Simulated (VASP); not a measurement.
# Si (Imma) in VASP: further runs

Runs on Si. Level: PBE. Tasks: single point, electric field gradients.

Everything below comes from runs of VASP 6.6.1. Logs are shortened: lines on timing, memory, paths and dates and some standing lists are left out, and cuts for length are marked.

## (1) The cell of the first run

It takes space group Imma (No. 74, orthorhombic). The conventional cell has a = 4.502 Å, b = 4.737 Å, c = 2.550 Å, α = 90.00°, β = 90.00°, γ = 90.00°. Si (site symmetry mm2) has 10 Si at 2.39 to 3.27 Å within 3.3 Å.

## (2) Single point, PBE

POSCAR reads:

```
Si
1.0
   -2.2510000000      2.3685000000      1.2750000000
    2.2510000000     -2.3685000000      1.2750000000
    2.2510000000      2.3685000000     -1.2750000000
Si
2
Direct
    0.8070000000      0.5570000000      0.2500000000
    0.1930000000      0.4430000000      0.7500000000
```

INCAR.step1 reads:

```
PREC = Accurate
ENCUT = 520
EDIFF = 1E-6
ISMEAR = -1
SIGMA = 0.08
LREAL = F
LASPH = T
NELM = 100
ALGO = Normal
ISIF = 2
LWAVE = F
LCHARG = T
GGA = PE
NBANDS = 11
ISYM = 0
```

KPOINTS.step1 reads:

```
Automatic mesh
0
Gamma
  16 16 11
```

INCAR.step2 reads:

```
PREC = Accurate
ENCUT = 520
EDIFF = 1E-6
ISMEAR = -5
SIGMA = 0.08
LREAL = F
LASPH = T
NELM = 100
ALGO = Normal
ISIF = 2
LWAVE = F
LCHARG = F
GGA = PE
LORBIT = 11
NBANDS = 11
NEDOS = 1001
ICHARG = 11
ISYM = 0
```

KPOINTS.step2 reads:

```
Automatic mesh
0
Gamma
  24 24 17
```

Potentials or basis: VASP PAW PBE potentials, release 64 (Si).

Launch:

```console
cat potpaw_PBE.64/Si/POTCAR > POTCAR
cp INCAR.step1 INCAR
cp KPOINTS.step1 KPOINTS
mpirun -np 1 vasp_std > vasp.out
cp INCAR.step2 INCAR
cp KPOINTS.step2 KPOINTS
mpirun -np 1 vasp_std > vasp.out
```

OUTCAR:

```text
PREC = Accurate
   ENCUT = 520
   EDIFF = 1E-6
   ISMEAR = -5
   LREAL = F
   LASPH = T
   NELM = 100
   ISIF = 2
   GGA = PE
   LORBIT = 11
   ICHARG = 11
   ISYM = 0

 ion  position               nearest neighbor table
   1  0.807  0.557  0.250-   2 2.39   2 2.39   2 2.46   2 2.46   2 2.74   2 2.74
   2  0.193  0.443  0.750-   1 2.39   1 2.39   1 2.46   1 2.46   1 2.74   1 2.74

IMPORTANT INFORMATION: All symmetrisations will be switched off!
NOSYMM: (Re-)initialisation of all symmetry stuff for point group C_1.

----------------------------------------------------------------------------------------

                                     Primitive cell

  volume of cell :      27.1906

  direct lattice vectors                    reciprocal lattice vectors
    -2.251000000  2.368500000  1.275000000     0.000000000  0.211104074  0.392156863
     2.251000000 -2.368500000  1.275000000     0.222123501  0.000000000  0.392156863
     2.251000000  2.368500000 -1.275000000     0.222123501  0.211104074  0.000000000

  length of vectors
     3.507480328  3.507480328  3.507480328     0.445367191  0.450694857  0.306437236

  position of ions in fractional coordinates (direct lattice)
     0.807000000  0.557000000  0.250000000
     0.193000000  0.443000000  0.750000000

  ion indices of the primitive-cell ions
   primitive index   ion index
                 1           1
                 2           2

----------------------------------------------------------------------------------------

 KPOINTS: Automatic mesh

Automatic generation of k-mesh.
 Grid dimensions read from file:
 generate k-points for:   24   24   17

 Generating k-lattice:

  Cartesian coordinates                     Fractional coordinates (reciprocal lattice)
     0.000000000  0.008796003  0.016339869     0.041666667  0.000000000  0.000000000
     0.009255146  0.000000000  0.016339869    -0.000000000  0.041666667  0.000000000
     0.013066088  0.012417887  0.000000000    -0.000000000  0.000000000  0.058823529

  Length of vectors
     0.018556966  0.018778952  0.018025720

  Shift w.r.t. Gamma in fractional coordinates (k-lattice)
     0.000000000  0.000000000  0.000000000

 -----------------------------------------------------------------------------
|                                                                             |
|           W    W    AA    RRRRR   N    N  II  N    N   GGGG   !!!           |
|           W    W   A  A   R    R  NN   N  II  NN   N  G    G  !!!           |
|           W    W  A    A  R    R  N N  N  II  N N  N  G       !!!           |
|           W WW W  AAAAAA  RRRRR   N  N N  II  N  N N  G  GGG   !            |
|           WW  WW  A    A  R   R   N   NN  II  N   NN  G    G                |
|           W    W  A    A  R    R  N    N  II  N    N   GGGG   !!!           |
|                                                                             |
|     Your reciprocal lattice and k-lattice belong to different lattice       |
|     classes:                                                                |
|                                                                             |
|        The reciprocal lattice is face-centered orthorhombic,                |
|        whereas your k-lattice is triclinic.                                 |
|                                                                             |
|     Results are often still useful ...                                      |
|                                                                             |
 -----------------------------------------------------------------------------

 WARNING: IBZKPT: internal override: KBLOWUP is changed to .FALSE.
      ... skipping the blow-up phase ...

 TETIRR: Found  29376 inequivalent tetrahedra from    58752

 Subroutine IBZKPT returns following result:
 ===========================================

 Found   4898 irreducible k-points:

 Following reciprocal coordinates:
            Coordinates               Weight
  0.000000  0.000000  0.000000      1.000000
  0.041667 -0.000000  0.000000      2.000000
  0.083333  0.000000 -0.000000      2.000000
  0.125000  0.000000 -0.000000      2.000000
  0.166667  0.000000 -0.000000      2.000000
  0.208333 -0.000000 -0.000000      2.000000
[... 16 lines left out ...]
  0.375000  0.041667 -0.000000      2.000000
  0.416667  0.041667 -0.000000      2.000000
 [... further k-points ...]
   k-points           NKPTS =   4898   k-points in BZ     NKDIM =   4898   number of bands    NBANDS=     11
   number of dos      NEDOS =   1001   number of ions     NIONS =      2
   total plane-waves  NPLWV =  21952
   dimension x,y,z NGX =    28 NGY =   28 NGZ =   28
   dimension x,y,z NGXF=    56 NGYF=   56 NGZF=   56
   ions per type =               2
   NGX,Y,Z   is equivalent  to a cutoff of  13.27, 13.27, 13.27 a.u.
   NGXF,Y,Z  is equivalent  to a cutoff of  26.54, 26.54, 26.54 a.u.
 SYSTEM =  unknown system
   PREC   = accura    normal or accurate (medium, high low for compatibility)
   ISTART =      0    job   : 0-new  1-cont  2-samecut
   ICHARG =     11    charge: 1-file 2-atom 10-const
   ISPIN  =      1    spin polarized calculation?
   LNONCOLLINEAR =      F non collinear calculations
   LSORBIT =      F    spin-orbit coupling
   LASPH  =      T    aspherical Exc in radial PAW
   ENCUT  =  520.0 eV  38.22 Ry    6.18 a.u.   6.52  6.52  6.52*2*pi/ulx,y,z
   NELM   =    100;   NELMIN=  2; NELMDL=  0     # of ELM steps
   EDIFF  = 0.1E-05   stopping-criterion for ELM
   LREAL  =      F    real-space projection
   EDIFFG = 0.1E-04   stopping-criterion for IOM
   NSW    =      0    number of steps for IOM
   IBRION =     -1    ionic relax: 0-MD 1-quasi-New 2-CG
   NFREE  =      0    steps in history (QN), initial steepest desc. (CG)
   ISIF   =      2    stress and relaxation
   ISYM   =      0    0-nonsym 1-usesym 2-fastsym
   POTIM  = 0.5000    time-step for ionic-motion
   TEBEG  =    0.0;   TEEND  =   0.0 temperature during run
   PSTRESS=    0.0 pullay stress
   NELECT =       8.0000    total number of electrons
   NUPDOWN=      -1.0000    fix difference up-down
   EMIN   =  10.00;   EMAX   =-10.00  energy-range for DOS
   EFERMI =   0.00;   METHOD = LEGACY
   ISMEAR =    -5;   SIGMA  =   0.08  broadening in eV -4-tet -1-fermi 0-gaus
   EFERMI_NEDOS =   21; number of points for ismear=-14 and -15
   IALGO  =     38    algorithm
   IMIX   =      4    mixing-type and parameters
     AMIX     =   0.40;   BMIX     =  1.00
     AMIX_MAG =   1.60;   BMIX_MAG =  1.00
  volume/ion in A,a.u.               =      13.60        91.75
  Fermi-wavevector in a.u.,A,eV,Ry     =   1.088843  2.057614 16.130773  1.185578
  Thomas-Fermi vector in A             =   2.225033
   LORBIT       =     11    0 simple, 1 ext, 2 COOP (PROOUT), +10 PAW based schemes
   GGA     = PE    functional components
   LHFCALC =     F    Hartree Fock is set to
   AEXX    =    0.0000 exact exchange contribution
   IVDW    =     0    specifies the selected vdW correction
   LEPSILON=     F    determine dielectric tensor
   LRPA    =     F    only Hartree local field effects (RPA)
 non-spin polarized calculation
 Fermi weights with tetrahedron method with Bloechl corrections
  energy-cutoff  :      520.00
  volume of cell :       27.19
 maximum number of plane-waves:       761
 NGX is ok and might be reduce to    28

 number of electron       8.0000000 magnetization

 Free energy of the ion-electron system (eV)
  ---------------------------------------------------
  ext. energy  EPLUGINS =         0.00000000
  ---------------------------------------------------
  free energy    TOTEN  =       -10.10741853 eV

  energy without entropy =      -10.10741853  energy(sigma->0) =      -10.10741853

 E-fermi :  10.7028     XC(G=0): -11.3762

 val. band max:       10.8955417568   @ k =   0.0833   0.0417   0.4118
 cond. band min:      10.5659404879   @ k =  -0.0000   0.1250   0.4706
 fundamental gap:     -0.3296012689
 Fermi energy:        10.7028237763

 k-point     1 :       0.0000    0.0000    0.0000
  band No.  band energies     occupation
      1      -4.1192      2.00000
      2       7.7157      2.00000
      3       8.2054      2.00000
      4       9.0353      2.00000
      5      11.7771      0.00000
      6      18.4542      0.00000
      7      19.8391      0.00000
      8      20.7164      0.00000
      9      21.3194      0.00000
     10      21.4673      0.00000
     11      22.7389      0.00000

 k-point     2 :       0.0417   -0.0000    0.0000
  band No.  band energies     occupation
      1      -4.0694      2.00000
      2       7.6957      2.00000
      3       8.0211      2.00000
      4       9.2990      2.00000
      5      11.8919      0.00000
      6      18.0362      0.00000
      7      19.8660      0.00000
      8      20.1052      0.00000
      9      21.0679      0.00000
     10      21.4586      0.00000
     11      23.0619      0.00000

 k-point     3 :       0.0833    0.0000   -0.0000
  band No.  band energies     occupation
      1      -3.9201      2.00000
      2       7.6473      2.00000
      3       7.7272      2.00000
      4       9.8251      2.10256
      5      12.2240      0.00000
      6      17.2478      0.00000
      7      18.5007      0.00000
      8      19.9657      0.00000
      9      20.3068      0.00000
     10      21.1979      0.00000
     11      22.4786      0.00000
[... 267 lines left out ...]
 k-point    23 :       0.3750    0.0417   -0.0000
  band No.  band energies     occupation
      1       0.5948      2.00000
      2       5.6464      2.00000
      3       8.1411      2.00000
      4       9.2126      2.00000
      5      10.2109      2.02415
      6      11.7175      0.00000
      7      15.3946      0.00000
      8      16.4413      0.00000
      9      18.0169      0.00000
     10      19.6747      0.00000
     11      24.7033      0.00000

 k-point    24 :       0.4167    0.0417   -0.0000
  band No.  band energies     occupation
      1       1.5826      2.00000
      2       4.3838      2.00000
      3       8.5361      2.00000
      4       9.1505      2.00000
      5       9.8903      2.00000
      6      11.0949      0.00000
      7      15.2110      0.00000
      8      16.4053      0.00000
      9      19.2236      0.00000
     10      21.0653      0.00000
     11      23.4849      0.00000

 [... further k-points ...]

------------------------ aborting loop because EDIFF is reached ----------------------------------------

  FORCE on cell =-STRESS in cart. coord.  units (eV):
  Direction    XX          YY          ZZ          XY          YZ          ZX
  --------------------------------------------------------------------------------------
  -------------------------------------------------------------------------------------
  Total        2.4591450      3.0180088      2.4983180     -0.0052863      0.0034321      0.0065880
  in kB      144.9024278    177.8328634    147.2106508     -0.3114911      0.2022313      0.3881897
  external PRESSURE =     156.6486473 kB  Pullay stress =       0.0000000 kB

 VOLUME and BASIS-vectors are now :
 -----------------------------------------------------------------------------
  energy-cutoff  :      520.00
  volume of cell :       27.19
      direct lattice vectors                 reciprocal lattice vectors
    -2.251000000  2.368500000  1.275000000     0.000000000  0.211104074  0.392156863
     2.251000000 -2.368500000  1.275000000     0.222123501  0.000000000  0.392156863
     2.251000000  2.368500000 -1.275000000     0.222123501  0.211104074  0.000000000

 POSITION                                       TOTAL-FORCE (eV/Angst)
 -----------------------------------------------------------------------------------
     -0.00000      1.18425      1.42035         0.003157      0.000092      0.010397
      2.25100      1.18425     -0.14535        -0.003157     -0.000092     -0.010397
 -----------------------------------------------------------------------------------
    total drift:                               -0.000000      0.000000     -0.000000

  FREE ENERGIE OF THE ION-ELECTRON SYSTEM (eV)
  ---------------------------------------------------
  free  energy   TOTEN  =       -10.1074185283 eV

  energy  without entropy=      -10.1074185283  energy(sigma->0) =      -10.10741853

 total charge

# of ion       s       p       d       tot
------------------------------------------
    1        0.785   0.879   0.000   1.664
    2        0.785   0.879   0.000   1.664
--------------------------------------------------
tot          1.570   1.758   0.000   3.328
```

Wall time 29 min (1 thread of Intel Xeon 8259CL, shared host); peak memory 1.2 GiB.

What came out:

- Valence electrons inside the program's atomic spheres: Si 1.66

## (3) Electric field gradients, PBE (14.41 Å³/atom)

This run uses another cell than the first one, of 14.41 Å³/atom.

INCAR reads:

```
SYSTEM = Si
PREC = Accurate
ENCUT = 520
EDIFF = 1E-8
ISMEAR = -1
SIGMA = 0.08
LREAL = .FALSE.
LASPH = .TRUE.
NELM = 60
ALGO = Normal
ISIF = 2
LWAVE = .FALSE.
LCHARG = .FALSE.
GGA = PE
LEFG = .TRUE.
ISYM = 0
NBANDS = 11
```

KPOINTS reads:

```
regular mesh
0
G
  16 16 11
  0 0 0
```

POSCAR reads:

```
Si
1.0
   -2.2951484633      2.4149529699      1.3000063486
    2.2951484633     -2.4149529699      1.3000063486
    2.2951484633      2.4149529699     -1.3000063486
Si
2
Direct
    0.8070000000      0.5570000000      0.2500000000
    0.1930000000      0.4430000000      0.7500000000
```

Potentials or basis: VASP PAW PBE potentials, release 64 (Si).

Launch:

```console
cat potpaw_PBE.64/Si/POTCAR > POTCAR
mpirun -np 1 vasp_std > vasp.out
```

OUTCAR:

```text
SYSTEM = Si
   PREC = Accurate
   ENCUT = 520
   EDIFF = 1E-8
   ISMEAR = -1
   LREAL = .FALSE.
   LASPH = .TRUE.
   NELM = 60
   ISIF = 2
   GGA = PE
   ISYM = 0

 ion  position               nearest neighbor table
   1  0.807  0.557  0.250-   2 2.43   2 2.43   2 2.50   2 2.50   2 2.80   2 2.80
   2  0.193  0.443  0.750-   1 2.43   1 2.43   1 2.50   1 2.50   1 2.80   1 2.80

IMPORTANT INFORMATION: All symmetrisations will be switched off!
NOSYMM: (Re-)initialisation of all symmetry stuff for point group C_1.

----------------------------------------------------------------------------------------

[... 535 lines left out ...]

  energy  without entropy=      -10.2081992901  energy(sigma->0) =      -10.21594722

 Electric field gradients (V/A^2)
---------------------------------------------------------------------
 ion       V_xx      V_yy      V_zz      V_xy      V_xz      V_yz
---------------------------------------------------------------------
   1       9.224   -25.056    15.832     0.109     0.020    -0.085
   2       9.224   -25.056    15.832     0.109     0.020    -0.085
---------------------------------------------------------------------

 Electric field gradients after diagonalization (V/A^2)
 (convention: |V_zz| > |V_xx| > |V_yy|)
----------------------------------------------------------------------
 ion       V_xx      V_yy      V_zz     asymmetry (V_yy - V_xx)/ V_zz
----------------------------------------------------------------------
   1      15.832     9.224   -25.056       0.264
   2      15.832     9.224   -25.056       0.264
----------------------------------------------------------------------

           NMR quadrupolar parameters

 Cq : quadrupolar parameter    Cq=e*Q*V_zz/h
 eta: asymmetry parameters     (V_yy - V_xx)/ V_zz
 Q  : nuclear electric quadrupole moment in mb (millibarn)
----------------------------------------------------------------------
 ion       Cq(MHz)       eta       Q (mb)
----------------------------------------------------------------------
   1      -0.061       0.264       1.000
   2      -0.061       0.264       1.000
----------------------------------------------------------------------
```

stdout:

```text
POSCAR found type information on POSCAR Si
 POSCAR found :  1 types and       2 ions
 scaLAPACK will be used
 LDA part: xc-table for (Slater+PW92), standard interpolation
 -----------------------------------------------------------------------------
[... 38 lines left out ...]
     0.0000670    -0.0062603     0.0045791    -0.8240371    -0.0010818    -1.0060014
     0.0000923    -0.0062603     0.0045791    -0.8240371    -0.0010818    -1.0060014

     0.0000353    -0.1080603     0.0799798   -12.2809401    -0.0184841   -15.2708751
     0.0000487    -0.1080602     0.0799797   -12.2809270    -0.0184840   -15.2708587
     0.0000670    -0.1080600     0.0799796   -12.2809050    -0.0184840   -15.2708314
     0.0000923    -0.1080597     0.0799794   -12.2808687    -0.0184840   -15.2707861
```

Run time: 3.4 min. Hardware: 1 thread of Intel Xeon Platinum 8559C (Emerald Rapids), shared host; peak memory 0.44 GiB.

What came out:

| Quantity | Value |
| --- | --- |
| Free energy | -10.2237 eV |
| Pressure | 6.7 GPa |
| Largest force | 0.049 eV/Å |
| Band gap on the k mesh | zero (bands 4 and 5 overlap by 7.13 eV) |
| Largest electric field gradient by atom | Si -25.1 V/Å² |

Forces in eV/Å, atoms in the order of the input:
```
Si   0.003 -0.001  0.049
Si  -0.003  0.001 -0.049
```

Stress tensor (GPa, compression positive):
```
 6.05 -0.16  0.03
-0.16  7.81  0.05
 0.03  0.05  6.24
```

Electric field gradients, principal values (V/Å²):
| atom | least | middle | greatest (by size) |
| --- | --- | --- | --- |
| 1 Si | 9.224 | 15.832 | -25.056 |
| 2 Si | 9.224 | 15.832 | -25.056 |

Caveat: the cell stands under pressure; without QUAD_EFG the Cq values of the log hold for a quadrupole moment of 1 mb, not for the nuclei.

(Continued in part 2 of 2.)
